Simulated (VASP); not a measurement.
# Re (P6_3/mmc) in VASP: notebook

Re is run at these levels: LDA; tasks: single point.

All numbers are computed with VASP 6.6.1; they aren't measurements. Logs are shortened: lines on timing, memory, paths and dates and some standing lists are left out, and cuts for length are marked.

## Step 1: The cell of the first run

The structure is hexagonal, space group P6_3/mmc (No. 194). The conventional cell has a = 2.685 Å, b = 2.685 Å, c = 4.336 Å, α = 90.00°, β = 90.00°, γ = 120.00°. Within 3.5 Å of Re (site symmetry -6m2) lie 12 Re at 2.67 to 2.69 Å.

## Step 2: Single point, LDA

INCAR

```
SYSTEM = Re
ALGO     = Normal         ! electronic algorithm
EDIFF    = 1E-6           ! SCF threshold, eV
ENCUT    = 520            ! plane-wave cutoff, eV
ISIF     = 2              ! what is computed and relaxed
ISMEAR   = -1             ! smearing method
LASPH    = .TRUE.         ! aspherical terms in the spheres
LCHARG   = .FALSE.        ! write CHGCAR
LREAL    = .FALSE.        ! projectors in reciprocal space
LWAVE    = .FALSE.        ! write WAVECAR
NBANDS   = 14             ! bands
NELM     = 80             ! most SCF steps
PREC     = Accurate       ! precision mode
SIGMA    = 0.15           ! smearing width, eV
```

KPOINTS

```
k-points
0
G
  10 10 5
  0 0 0
```

POSCAR

```
Re
1.0
    2.6851232314      0.0000000000      0.0000000000
   -1.3425616157      2.3253849941      0.0000000000
    0.0000000000      0.0000000000      4.3359955050
Re
2
Direct
    0.3333333333      0.6666666667      0.2500000000
    0.6666666667      0.3333333333      0.7500000000
```

Potentials or basis: VASP PAW LDA potentials, release 64 (Re).

Started as:

```bash
$ cat potpaw_LDA.64/Re/POTCAR > POTCAR
$ mpirun -np 1 vasp_std > vasp.out
```

OUTCAR:

```text
SYSTEM = Re
   EDIFF = 1E-6
   ENCUT = 520
   ISIF = 2
   ISMEAR = -1
   LASPH = .TRUE.
   LREAL = .FALSE.
   NELM = 80
   PREC = Accurate

 ion  position               nearest neighbor table
   1  0.333  0.667  0.250-   2 2.67   2 2.67   2 2.67   2 2.67   2 2.67   2 2.67
   2  0.667  0.333  0.750-   1 2.67   1 2.67   1 2.67   1 2.67   1 2.67   1 2.67

  LATTYP: Found a hexagonal cell.
 ALAT       =     2.6851232314
 C/A-ratio  =     1.6148217908

  Lattice vectors:

 A1 = (   2.6851232314,   0.0000000000,   0.0000000000)
 A2 = (  -1.3425616157,   2.3253849941,   0.0000000000)
 A3 = (   0.0000000000,   0.0000000000,   4.3359955050)

Analysis of symmetry for initial positions (statically):
=====================================================================
 Subroutine PRICEL returns:
 Original cell was already a primitive cell.

 Routine SETGRP: Setting up the symmetry group for a
 hexagonal supercell.

 Subroutine GETGRP returns: Found 24 space group operations
 (whereof 12 operations were pure point group operations)
 out of a pool of 24 trial point group operations.

The static configuration has the point symmetry D_3d.
 The point group associated with its full space group is D_6h.

Analysis of symmetry for dynamics (positions and initial velocities):
=====================================================================
 Subroutine PRICEL returns:
 Original cell was already a primitive cell.

 Routine SETGRP: Setting up the symmetry group for a
 hexagonal supercell.

 Subroutine GETGRP returns: Found 24 space group operations
 (whereof 12 operations were pure point group operations)
 out of a pool of 24 trial point group operations.

The dynamic configuration has the point symmetry D_3d.
 The point group associated with its full space group is D_6h.

 Subroutine INISYM returns: Found 24 space group operations
 (whereof 12 operations are pure point group operations),
 and found     1 'primitive' translations

----------------------------------------------------------------------------------------

                                     Primitive cell

  volume of cell :      27.0737

  direct lattice vectors                    reciprocal lattice vectors
     2.685123231  0.000000000  0.000000000     0.372422386  0.215018159  0.000000000
    -1.342561616  2.325384994  0.000000000     0.000000000  0.430036318  0.000000000
     0.000000000  0.000000000  4.335995505     0.000000000  0.000000000  0.230627545

  length of vectors
[... 79 lines left out ...]
   LASPH  =      T    aspherical Exc in radial PAW
   ENCUT  =  520.0 eV  38.22 Ry    6.18 a.u.   4.99  4.99  8.06*2*pi/ulx,y,z
   NELM   =     80;   NELMIN=  2; NELMDL= -5     # of ELM steps
   EDIFF  = 0.1E-05   stopping-criterion for ELM
   LREAL  =      F    real-space projection
[... 7 lines left out ...]
   TEBEG  =    0.0;   TEEND  =   0.0 temperature during run
   PSTRESS=    0.0 pullay stress
   NELECT =      14.0000    total number of electrons
   NUPDOWN=      -1.0000    fix difference up-down
   EMIN   =  10.00;   EMAX   =-10.00  energy-range for DOS
   EFERMI =   0.00;   METHOD = LEGACY
   ISMEAR =    -1;   SIGMA  =   0.15  broadening in eV -4-tet -1-fermi 0-gaus
   EFERMI_NEDOS =   21; number of points for ismear=-14 and -15
   IALGO  =     38    algorithm
   IMIX   =      4    mixing-type and parameters
     AMIX     =   0.40;   BMIX     =  1.00
     AMIX_MAG =   1.60;   BMIX_MAG =  1.00
  volume/ion in A,a.u.               =      13.54        91.35
  Fermi-wavevector in a.u.,A,eV,Ry     =   1.314019  2.483135 23.492433  1.726645
  Thomas-Fermi vector in A             =   2.444301
   LORBIT       =      0    0 simple, 1 ext, 2 COOP (PROOUT), +10 PAW based schemes
   GGA     = CA    functional components
   LHFCALC =     F    Hartree Fock is set to
   AEXX    =    0.0000 exact exchange contribution
   IVDW    =     0    specifies the selected vdW correction
   LEPSILON=     F    determine dielectric tensor
   LRPA    =     F    only Hartree local field effects (RPA)
 non-spin polarized calculation
  energy-cutoff  :      520.00
  volume of cell :       27.07
 maximum number of plane-waves:       746
 NGX is ok and might be reduce to    20
   NGX =  9   NGY =  9   NGZ = 17

 number of electron      14.0000000 magnetization

 Free energy of the ion-electron system (eV)
  ---------------------------------------------------
  ext. energy  EPLUGINS =         0.00000000
  ---------------------------------------------------
  free energy    TOTEN  =       -27.44349204 eV

  energy without entropy =      -27.33954819  energy(sigma->0) =      -27.39152011

 E-fermi :   8.9823     XC(G=0): -14.2947

 val. band max:        8.9168868177   @ k =   0.4000   0.1000   0.2000
 cond. band min:       9.0175875901   @ k =   0.4000   0.1000   0.4000
 fundamental gap:      0.1007007724
 Fermi energy:         8.9822513539

 k-point     1 :       0.0000    0.0000    0.0000
  band No.  band energies     occupation
      1      -1.4242      2.00000
      2       1.6913      2.00000
      3       7.0958      1.99999
      4       7.0958      1.99999
      5       7.1074      1.99999
      6       8.0531      1.99593
      7       8.0531      1.99593
      8       9.0994      0.62834
      9       9.0994      0.62834
     10       9.9032      0.00430
     11      12.6850      0.00000
     12      12.6850      0.00000
     13      20.1191      0.00000
     14      23.2388      0.00000
[... 377 lines left out ...]
      1       2.1430      2.00000
      2       2.8728      2.00000
      3       4.3923      2.00000
      4       5.0652      2.00000
      5       6.6525      2.00000
      6       8.4528      1.94303
      7       8.9169      1.21450
      8      12.1315      0.00000
      9      12.8073      0.00000
     10      13.6036      0.00000
     11      15.1476      0.00000
     12      17.4371      0.00000
     13      19.9711      0.00000
     14      22.0412      0.00000

 [... further k-points ...]
[... 5 lines left out ...]
  --------------------------------------------------------------------------------------
  -------------------------------------------------------------------------------------
  Total        5.0134892      5.0134895      4.6307767      0.0000000      0.0000000      0.0000000
  in kB      296.6898976    296.6899137    274.0416095      0.0000000      0.0000000      0.0000000
  external PRESSURE =     289.1404736 kB  Pullay stress =       0.0000000 kB

 VOLUME and BASIS-vectors are now :
 -----------------------------------------------------------------------------
  energy-cutoff  :      520.00
  volume of cell :       27.07
      direct lattice vectors                 reciprocal lattice vectors
     2.685123231  0.000000000  0.000000000     0.372422386  0.215018159  0.000000000
    -1.342561616  2.325384994  0.000000000     0.000000000  0.430036318  0.000000000
     0.000000000  0.000000000  4.335995505     0.000000000  0.000000000  0.230627545

 POSITION                                       TOTAL-FORCE (eV/Angst)
 -----------------------------------------------------------------------------------
     -0.00000      1.55026      1.08400         0.000000     -0.000000      0.000000
      1.34256      0.77513      3.25200        -0.000000      0.000000      0.000000
 -----------------------------------------------------------------------------------
    total drift:                               -0.000000      0.000000     -0.000000

  FREE ENERGIE OF THE ION-ELECTRON SYSTEM (eV)
  ---------------------------------------------------
  free  energy   TOTEN  =       -27.4434920361 eV

  energy  without entropy=      -27.3395481904  energy(sigma->0) =      -27.39152011
```

OSZICAR:

```text
N       E                     dE             d eps       ncg     rms          rms(c)
DAV:   1     0.836635897487E+02    0.83664E+02   -0.62451E+03  1420   0.105E+03
DAV:   2    -0.224295126791E+02   -0.10609E+03   -0.89117E+02  1788   0.344E+02
DAV:   3    -0.286985147383E+02   -0.62690E+01   -0.56027E+01  1998   0.113E+02
DAV:   4    -0.287766315974E+02   -0.78117E-01   -0.77917E-01  1634   0.779E+00
DAV:   5    -0.287770566620E+02   -0.42506E-03   -0.42498E-03  2014   0.108E+00    0.497E+01
DAV:   6    -0.278045456548E+02    0.97251E+00   -0.61791E-01  2032   0.126E+01    0.230E+01
DAV:   7    -0.274526073433E+02    0.35194E+00   -0.49595E-01  2026   0.109E+01    0.569E-01
DAV:   8    -0.274447127222E+02    0.78946E-02   -0.43901E-03  1812   0.535E-01    0.151E-01
DAV:   9    -0.274434796877E+02    0.12330E-02   -0.58019E-04  1734   0.243E-01    0.494E-02
DAV:  10    -0.274434942038E+02   -0.14516E-04   -0.53215E-05  1948   0.618E-02    0.237E-02
DAV:  11    -0.274434920567E+02    0.21470E-05   -0.43632E-07  1238   0.140E-02    0.239E-03
DAV:  12    -0.274434920361E+02    0.20668E-07   -0.15786E-07   870   0.648E-03
   1 F= -.27443492E+02 E0= -.27391520E+02  d E =-.103944E+00
```

Wall time 22 s (1 thread of Intel Xeon 8259CL, shared host); peak memory 0.13 GiB.

What came out:

* Free energy: -27.4435 eV
* Pressure: 28.9 GPa
* Band gap on the k mesh: zero (band 7 reaches 10.38 eV, above the bottom of band 8 at 7.17 eV)

Stress tensor (GPa, compression positive):
```
29.67  0.00  0.00
 0.00 29.67  0.00
 0.00  0.00 27.40
```

Levels at points of the mesh, in eV from the Fermi level:
```csv
k point,band 4,band 5,band 6,band 7,band 8,band 9,band 10,band 11
"(0.00, 0.00, 0.00)",-1.89,-1.87,-0.93,-0.93,0.12,0.12,0.92,3.70
"(0.50, 0.00, 0.00)",-2.29,-1.70,-1.53,-0.69,4.44,4.91,5.06,6.83
```

Caveat: spin-orbit coupling is left out, which moves the levels of the heavy elements.

(Part 1 of 2 ends here.)
